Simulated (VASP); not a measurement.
# Mo: single point with PBEsol

Crystal: Mo.

```xyz
1
Lattice="2.8795 0.0000 0.0000 -1.4397 2.4937 0.0000 0.0000 0.0000 2.5544" Properties=species:S:1:pos:R:3 pbc="T T T"
Mo    0.0000    0.0000    1.2772
```

This cell differs from its parent crystal: strain +0.050 along x and y, +0.025 along z.

```
Program             : VASP 6.6.1
Task                : single point
Functional          : PBEsol
Potentials or basis : VASP PAW PBE potentials, release 64 (Mo_sv)
Cutoff              : 520 eV
k mesh              : 24 × 24 × 24
Occupations         : gaussian, width 0.15 eV
Spin                : no spin polarisation
```

| Quantity | Value |
| --- | --- |
| Pressure | -20.9 GPa |
| Band gap on the k mesh | zero (band 7 reaches 10.54 eV, above the bottom of band 8 at 9.10 eV) |

Stress tensor (GPa, compression positive):
```
-21.94   0.00   0.00
  0.00 -21.94   0.00
  0.00   0.00 -18.71
```

Levels at points of the mesh, in eV from the Fermi level:
```
           k point  band 4  band 5  band 6  band 7  band 8  band 9  band 10  band 11
(0.00, 0.00, 0.00)  -34.13   -6.38   -3.85   -0.75   -0.75    3.82     3.82    12.61
(0.50, 0.00, 0.00)  -34.04   -4.24   -3.10    0.67    1.58    3.34     3.58     8.47
(0.00, 0.00, 0.50)  -34.28   -3.10    0.15    0.15    0.29    0.29     0.42     9.92
(0.50, 0.00, 0.50)  -34.47   -4.63   -2.56   -0.71    3.98    5.56     6.33     6.56
```

Run time: 54 s on 1 thread of Intel(R) Xeon(R) 6975P-C (Granite Rapids), with other jobs on the host, peak memory 0.28 GiB.

Caveat: the cell differs from its parent crystal (strain +0.050 along x and y, +0.025 along z); the PAW data sets were made with another functional, which shifts forces and pressure a little.
